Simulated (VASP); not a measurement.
# Ge2Sb2Te5 (P-3m1) in VASP: single point with r2SCAN+rVV10

Aim: the single point of Ge2Sb2Te5 with r2SCAN+rVV10.

All numbers are computed with VASP 6.6.1; they aren't measurements. Logs are shortened: lines on timing, memory, paths and dates and some standing lists are left out, and cuts for length are marked.

## 1. The cell of the first run

The structure is trigonal, space group P-3m1 (No. 164). The conventional cell has a = 4.246 Å, b = 4.246 Å, c = 17.230 Å, α = 90.00°, β = 90.00°, γ = 120.00°. Te (site symmetry -3m) has 6 Ge at 2.99 Å within 3.9 Å. Within 3.9 Å of Te (site symmetry 3m) lie 3 Ge at 2.97 Å and 3 Sb at 3.17 Å. Te (site symmetry 3m) has 3 Sb at 2.99 Å and 3 Te at 3.89 Å within 3.9 Å. Within 3.9 Å of Ge (site symmetry 3m) lie 6 Te at 2.97 to 2.99 Å. Within 3.9 Å of Sb (site symmetry 3m) lie 6 Te at 2.99 to 3.17 Å.

## 2. Single point, r2SCAN+rVV10

POSCAR reads:

```
Ge2Sb2Te5
1.0
    4.2457919100      0.0000000000      0.0000000000
   -2.1228959550      3.6769636533      0.0000000000
    0.0000000000      0.0000000000     17.2298356199
Te Ge Sb
5 2 2
Direct
    0.0000000000      0.0000000000      0.0000000000
    0.6666666667      0.3333333333      0.1961003084
    0.3333333333      0.6666666667      0.4123023641
    0.6666666667      0.3333333333      0.5876976359
    0.3333333333      0.6666666667      0.8038996916
    0.3333333333      0.6666666667      0.0992370239
    0.6666666667      0.3333333333      0.9007629761
    0.0000000000      0.0000000000      0.3131645301
    0.0000000000      0.0000000000      0.6868354699
```

INCAR.step1 reads:

```
SYSTEM = Ge2Sb2Te5
PREC = Accurate
ENCUT = 520
ISMEAR = 0
SIGMA = 0.03
LREAL = .False.
LASPH = .True.
NELM = 100
NBANDS = 44
GGA = PE
ALGO = Normal
EDIFF = 1E-4
LWAVE = .True.
LCHARG = .False.
```

INCAR.step2 reads:

```
SYSTEM = Ge2Sb2Te5
PREC = Accurate
ENCUT = 520
EDIFF = 1E-6
ISMEAR = 0
SIGMA = 0.03
LREAL = .False.
LASPH = .True.
NELM = 100
ALGO = Normal
ISIF = 2
LWAVE = .False.
LCHARG = .False.
METAGGA = R2SCAN
LMIXTAU = .True.
LUSE_VDW = .True.
IVDW_NL = 2
BPARAM = 11.95
CPARAM = 0.0093
NBANDS = 44
ISTART = 1
```

KPOINTS reads:

```
Automatic mesh
0
Gamma
  10 10 2
  0 0 0
```

Potentials or basis: VASP PAW PBE potentials, release 64 (Te, Ge_d, Sb).

On the command line:

```
cat potpaw_PBE.64/Te/POTCAR potpaw_PBE.64/Ge_d/POTCAR potpaw_PBE.64/Sb/POTCAR > POTCAR
cp INCAR.step1 INCAR
mpirun -np 1 vasp_std > vasp.out
cp INCAR.step2 INCAR
mpirun -np 1 vasp_std > vasp.out
```

OUTCAR:

```text
SYSTEM = Ge2Sb2Te5
   PREC = Accurate
   ENCUT = 520
   EDIFF = 1E-6
   ISMEAR = 0
   LREAL = .False.
   LASPH = .True.
   NELM = 100
   ISIF = 2
   METAGGA = R2SCAN
   IVDW_NL = 2
   BPARAM = 11.95
   ISTART = 1

 ion  position               nearest neighbor table
   1  0.000  0.000  0.000-   6 2.99   7 2.99   7 2.99   6 2.99   7 2.99   6 2.99
   2  0.667  0.333  0.196-   6 2.97   6 2.97   6 2.97   8 3.17   8 3.17   8 3.17
   3  0.333  0.667  0.412-   8 2.99   8 2.99   8 2.99
   4  0.667  0.333  0.588-   9 2.99   9 2.99   9 2.99
   5  0.333  0.667  0.804-   7 2.97   7 2.97   7 2.97   9 3.17   9 3.17   9 3.17
   6  0.333  0.667  0.099-   2 2.97   2 2.97   2 2.97   1 2.99   1 2.99   1 2.99
   7  0.667  0.333  0.901-   5 2.97   5 2.97   5 2.97   1 2.99   1 2.99   1 2.99
   8  0.000  0.000  0.313-   3 2.99   3 2.99   3 2.99   2 3.17   2 3.17   2 3.17
   9  0.000  0.000  0.687-   4 2.99   4 2.99   4 2.99   5 3.17   5 3.17   5 3.17

  LATTYP: Found a hexagonal cell.
 ALAT       =     4.2457919100
 C/A-ratio  =     4.0580970488

  Lattice vectors:

 A1 = (   4.2457919100,   0.0000000000,   0.0000000000)
 A2 = (  -2.1228959550,   3.6769636533,   0.0000000000)
 A3 = (   0.0000000000,   0.0000000000,  17.2298356199)

Analysis of symmetry for initial positions (statically):
=====================================================================
 Subroutine PRICEL returns:
 Original cell was already a primitive cell.

 Routine SETGRP: Setting up the symmetry group for a
 hexagonal supercell.

 Subroutine GETGRP returns: Found 12 space group operations
 (whereof 12 operations were pure point group operations)
 out of a pool of 24 trial point group operations.

The static configuration has the point symmetry D_3d.

Analysis of symmetry for dynamics (positions and initial velocities):
=====================================================================
 Subroutine PRICEL returns:
 Original cell was already a primitive cell.

 Routine SETGRP: Setting up the symmetry group for a
 hexagonal supercell.

 Subroutine GETGRP returns: Found 12 space group operations
 (whereof 12 operations were pure point group operations)
 out of a pool of 24 trial point group operations.

The dynamic configuration has the point symmetry D_3d.

 Subroutine INISYM returns: Found 12 space group operations
 (whereof 12 operations are pure point group operations),
 and found     1 'primitive' translations

----------------------------------------------------------------------------------------

                                     Primitive cell

  volume of cell :     268.9857

  direct lattice vectors                    reciprocal lattice vectors
     4.245791910  0.000000000  0.000000000     0.235527322  0.135981763  0.000000000
    -2.122895955  3.676963653  0.000000000     0.000000000  0.271963526  0.000000000
     0.000000000  0.000000000 17.229835620     0.000000000  0.000000000  0.058038859

  length of vectors
     4.245791910  4.245791910 17.229835620     0.271963526  0.271963526  0.058038859

  position of ions in fractional coordinates (direct lattice)
     0.000000000  0.000000000  0.000000000
     0.666666667  0.333333333  0.196100308
     0.333333333  0.666666667  0.412302364
     0.666666667  0.333333333  0.587697636
     0.333333333  0.666666667  0.803899692
     0.333333333  0.666666667  0.099237024
     0.666666667  0.333333333  0.900762976
     0.000000000  0.000000000  0.313164530
     0.000000000  0.000000000  0.686835470

  ion indices of the primitive-cell ions
   primitive index   ion index
                 1           1
                 2           2
                 3           3
                 4           4
                 5           5
                 6           6
                 7           7
                 8           8
                 9           9

----------------------------------------------------------------------------------------

 KPOINTS: Automatic mesh

Automatic generation of k-mesh.
 Grid dimensions read from file:
 generate k-points for:   10   10    2

 Generating k-lattice:

  Cartesian coordinates                     Fractional coordinates (reciprocal lattice)
     0.023552732  0.013598176  0.000000000     0.100000000 -0.000000000  0.000000000
     0.000000000  0.027196353  0.000000000     0.000000000  0.100000000  0.000000000
     0.000000000  0.000000000  0.029019429     0.000000000  0.000000000  0.500000000

  Length of vectors
     0.027196353  0.027196353  0.029019429

  Shift w.r.t. Gamma in fractional coordinates (k-lattice)
     0.000000000  0.000000000  0.000000000

 Subroutine IBZKPT returns following result:
 ===========================================

 Found     28 irreducible k-points:

 Following reciprocal coordinates:
            Coordinates               Weight
  0.000000  0.000000  0.000000      1.000000
  0.100000  0.000000  0.000000      6.000000
  0.200000  0.000000  0.000000      6.000000
  0.300000  0.000000  0.000000      6.000000
  0.400000  0.000000  0.000000      6.000000
  0.500000  0.000000  0.000000      3.000000
[... 16 lines left out ...]
  0.300000  0.100000  0.500000     12.000000
  0.400000  0.100000  0.500000     12.000000
 [... further k-points ...]
   k-points           NKPTS =     28   k-points in BZ     NKDIM =     28   number of bands    NBANDS=     44
   number of dos      NEDOS =    301   number of ions     NIONS =      9
   total plane-waves  NPLWV = 131072
   dimension x,y,z NGX =    32 NGY =   32 NGZ =  128
   dimension x,y,z NGXF=    64 NGYF=   64 NGZF=  256
   ions per type =               5   2   2
   NGX,Y,Z   is equivalent  to a cutoff of  12.53, 12.53, 12.35 a.u.
   NGXF,Y,Z  is equivalent  to a cutoff of  25.06, 25.06, 24.70 a.u.
 SYSTEM =  Ge2Sb2Te5
   PREC   = accura    normal or accurate (medium, high low for compatibility)
   ISTART =      1    job   : 0-new  1-cont  2-samecut
   ICHARG =      0    charge: 1-file 2-atom 10-const
   ISPIN  =      1    spin polarized calculation?
   LNONCOLLINEAR =      F non collinear calculations
   LSORBIT =      F    spin-orbit coupling
   LASPH  =      T    aspherical Exc in radial PAW
   ENCUT  =  520.0 eV  38.22 Ry    6.18 a.u.   7.89  7.89 32.04*2*pi/ulx,y,z
   NELM   =    100;   NELMIN=  2; NELMDL=  0     # of ELM steps
   EDIFF  = 0.1E-05   stopping-criterion for ELM
   LREAL  =      F    real-space projection
   EDIFFG = 0.1E-04   stopping-criterion for IOM
   NSW    =      0    number of steps for IOM
   IBRION =     -1    ionic relax: 0-MD 1-quasi-New 2-CG
   NFREE  =      0    steps in history (QN), initial steepest desc. (CG)
   ISIF   =      2    stress and relaxation
   ISYM   =      2    0-nonsym 1-usesym 2-fastsym
   POTIM  = 0.5000    time-step for ionic-motion
   TEBEG  =    0.0;   TEEND  =   0.0 temperature during run
   PSTRESS=    0.0 pullay stress
   NELECT =      68.0000    total number of electrons
   NUPDOWN=      -1.0000    fix difference up-down
   EMIN   =  10.00;   EMAX   =-10.00  energy-range for DOS
   EFERMI =   0.00;   METHOD = LEGACY
   ISMEAR =     0;   SIGMA  =   0.03  broadening in eV -4-tet -1-fermi 0-gaus
   EFERMI_NEDOS =   21; number of points for ismear=-14 and -15
   IALGO  =     38    algorithm
   IMIX   =      4    mixing-type and parameters
     AMIX     =   0.40;   BMIX     =  1.00
     AMIX_MAG =   1.60;   BMIX_MAG =  1.00
  volume/ion in A,a.u.               =      29.89       201.69
  Fermi-wavevector in a.u.,A,eV,Ry     =   1.035146  1.956141 14.579000  1.071526
  Thomas-Fermi vector in A             =   2.169475
   LORBIT       =      0    0 simple, 1 ext, 2 COOP (PROOUT), +10 PAW based schemes
   METAGGA = R2SCAN    functional components
   LHFCALC =     F    Hartree Fock is set to
   AEXX    =    0.0000 exact exchange contribution
   IVDW_NL    =     2    kernel type
   BPARAM     =11.9500
   IVDW    =     0    specifies the selected vdW correction
   LEPSILON=     F    determine dielectric tensor
   LRPA    =     F    only Hartree local field effects (RPA)
 non-spin polarized calculation
 Gauss-broadening in eV      SIGMA  =   0.03
  energy-cutoff  :      520.00
  volume of cell :      268.99
 maximum number of plane-waves:      7284
 NGX is ok and might be reduce to    32
   NGX = 15   NGY = 15   NGZ = 65

 number of electron      67.9999993 magnetization

 Free energy of the ion-electron system (eV)
  ---------------------------------------------------
  ext. energy  EPLUGINS =         0.00000000
  ---------------------------------------------------
  free energy    TOTEN  =      -205.01843363 eV

  energy without entropy =     -205.01843363  energy(sigma->0) =     -205.01843363

 E-fermi :   6.4909     XC(G=0): -10.0309

 val. band max:        6.2947158670   @ k =   0.0000   0.0000   0.0000
 cond. band min:       6.6143448631   @ k =   0.0000   0.0000   0.0000
 fundamental gap:      0.3196289961
 Fermi energy:         6.4908920467

 k-point     1 :       0.0000    0.0000    0.0000
  band No.  band energies     occupation
      1     -19.3657      2.00000
      2     -19.3657      2.00000
      3     -19.3648      2.00000
      4     -19.3648      2.00000
      5     -19.3563      2.00000
      6     -19.3560      2.00000
[... 36 lines left out ...]
     43       8.2171      0.00000
     44       9.2892      0.00000

 k-point     2 :       0.1000    0.0000    0.0000
  band No.  band energies     occupation
      1     -19.3661      2.00000
      2     -19.3656      2.00000
      3     -19.3650      2.00000
      4     -19.3647      2.00000
      5     -19.3561      2.00000
      6     -19.3559      2.00000
[... 36 lines left out ...]
     43       8.5180      0.00000
     44       9.4207      0.00000

 k-point     3 :       0.2000    0.0000    0.0000
  band No.  band energies     occupation
      1     -19.3671      2.00000
      2     -19.3656      2.00000
      3     -19.3655      2.00000
      4     -19.3643      2.00000
      5     -19.3559      2.00000
      6     -19.3556      2.00000
[... 976 lines left out ...]
     43       9.8032      0.00000
     44      10.2832      0.00000

 k-point    24 :       0.4000    0.1000    0.5000
  band No.  band energies     occupation
      1     -19.3692      2.00000
      2     -19.3671      2.00000
      3     -19.3656      2.00000
      4     -19.3638      2.00000
      5     -19.3560      2.00000
      6     -19.3546      2.00000
[... 36 lines left out ...]
     43       9.9734      0.00000
     44      10.3228      0.00000

 [... further k-points ...]

------------------------ aborting loop because EDIFF is reached ----------------------------------------

  FORCE on cell =-STRESS in cart. coord.  units (eV):
  Direction    XX          YY          ZZ          XY          YZ          ZX
  --------------------------------------------------------------------------------------
  -------------------------------------------------------------------------------------
  Total        0.2324907      0.2324907      0.2808065     -0.0000000      0.0000000      0.0000000
  in kB        1.3848000      1.3848000      1.6725864     -0.0000000      0.0000000      0.0000000
  external PRESSURE =       1.4807288 kB  Pullay stress =       0.0000000 kB

 VOLUME and BASIS-vectors are now :
 -----------------------------------------------------------------------------
  energy-cutoff  :      520.00
  volume of cell :      268.99
      direct lattice vectors                 reciprocal lattice vectors
     4.245791910  0.000000000  0.000000000     0.235527322  0.135981763  0.000000000
    -2.122895955  3.676963653  0.000000000     0.000000000  0.271963526  0.000000000
     0.000000000  0.000000000 17.229835620     0.000000000  0.000000000  0.058038859

 POSITION                                       TOTAL-FORCE (eV/Angst)
 -----------------------------------------------------------------------------------
      0.00000      0.00000      0.00000        -0.000000      0.000000     -0.000000
      2.12290      1.22565      3.37878        -0.000000     -0.000000     -0.001521
     -0.00000      2.45131      7.10390        -0.000000      0.000000      0.037714
      2.12290      1.22565     10.12593         0.000000     -0.000000     -0.037714
     -0.00000      2.45131     13.85106        -0.000000      0.000000      0.001521
     -0.00000      2.45131      1.70984         0.000000      0.000000     -0.006831
      2.12290      1.22565     15.52000        -0.000000      0.000000      0.006831
      0.00000      0.00000      5.39577        -0.000000      0.000000     -0.033103
      0.00000      0.00000     11.83406        -0.000000     -0.000000      0.033103
 -----------------------------------------------------------------------------------
    total drift:                                0.000000      0.000000     -0.000000

  FREE ENERGIE OF THE ION-ELECTRON SYSTEM (eV)
  ---------------------------------------------------
  free  energy   TOTEN  =      -205.0184336317 eV

  energy  without entropy=     -205.0184336317  energy(sigma->0) =     -205.01843363
```

Run time: 33 min. Hardware: 1 thread of Intel Xeon 6975P-C (Granite Rapids), shared host; peak memory 1 GiB.

What came out:

- Free energy: -205.0184 eV
- Pressure: 0.1 GPa
- Largest force: 0.038 eV/Å
- Band gap on the k mesh: 0.32 eV

Forces in eV/Å, atoms in the order of the input:
```
Te   0.000  0.000  0.000
Te   0.000  0.000 -0.002
Te   0.000  0.000  0.038
Te   0.000  0.000 -0.038
Te   0.000  0.000  0.002
Ge   0.000  0.000 -0.007
Ge   0.000  0.000  0.007
Sb   0.000  0.000 -0.033
Sb   0.000  0.000  0.033
```

Caveat: the PAW data sets were made with another functional, which shifts forces and pressure a little; spin-orbit coupling is left out, which moves the levels of the heavy elements. A k mesh can miss the band edges.
